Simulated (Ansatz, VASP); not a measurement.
**Ga3F: VASP beside Ansatz**

The input INCAR:

```
SYSTEM = Ga3F
ALGO     = Normal         ! electronic algorithm
EDIFF    = 1E-6           ! SCF threshold, eV
ENCUT    = 520            ! plane-wave cutoff, eV
GGA      = PE             ! functional
ISIF     = 2              ! what is computed and relaxed
ISMEAR   = 0              ! smearing method
LASPH    = .TRUE.         ! aspherical terms in the spheres
LCHARG   = .FALSE.        ! write CHGCAR
LREAL    = .FALSE.        ! projectors in reciprocal space
LWAVE    = .FALSE.        ! write WAVECAR
NBANDS   = 31             ! bands
NELM     = 100            ! most SCF steps
PREC     = Accurate       ! precision mode
SIGMA    = 0.1            ! smearing width, eV
```

KPOINTS

```
k-points
0
G
  4 4 4
  0 0 0
```

Contents of POSCAR:

```
Ga3F
1.0
    0.0000000000      3.2475472600      3.2475472600
    3.2475472600      0.0000000000      3.2475472600
    3.2475472600      3.2475472600      0.0000000000
Ga F
3 1
Direct
    0.2500000000      0.2500000000      0.2500000000
    0.7500000000      0.7500000000      0.7500000000
    0.0000000000      0.0000000000      0.0000000000
    0.5000000000      0.5000000000      0.5000000000
```

Input for Ansatz:

```yaml
crystal:
  lattice:
    - [0.0, 3.24754726, 3.24754726]
    - [3.24754726, 0.0, 3.24754726]
    - [3.24754726, 3.24754726, 0.0]
  atoms:
    - { symbol: Ga, position: [0.25, 0.25, 0.25] }
    - { symbol: Ga, position: [0.75, 0.75, 0.75] }
    - { symbol: Ga, position: [0.0, 0.0, 0.0] }
    - { symbol: F, position: [0.5, 0.5, 0.5] }
basis:
  ecutwfc: 420
kpoints:
  mp_grid: { grid: [4, 4, 4] }
hamiltonian:
  xc: pbe
scf:
  occupations: { method: gaussian, width: 0.1 }
  lower_state_search: "off"
output:
  forces: true
  stress: true
  eigenvalues: true
```

Alike in both runs: task single point; functional PBE; k mesh 4 × 4 × 4; occupations gaussian, width 0.1 eV; no spin polarisation.

|  | VASP | Ansatz |
| --- | --- | --- |
| version | VASP 6.6.1 | Ansatz 0.2.0 |
| potentials or method | VASP PAW PBE potentials, release 64 (Ga_d, F), cutoff 520 eV | scalar-relativistic, plane waves, PAW |
| valence electrons in the cell | 46 | 46 |

Ansatz gave:

| Quantity | Value |
| --- | --- |
| gap on the k mesh at the Fermi level (eV) | none |
| pressure (GPa) | -0.3 |

Which values does VASP return?

gap on the k mesh at the Fermi level (eV): none; pressure (GPa): -0.5.

A gap of «none» marks a metal or a gap that the smearing closes.

The k mesh is coarse, so the values compare programs but aren't converged.
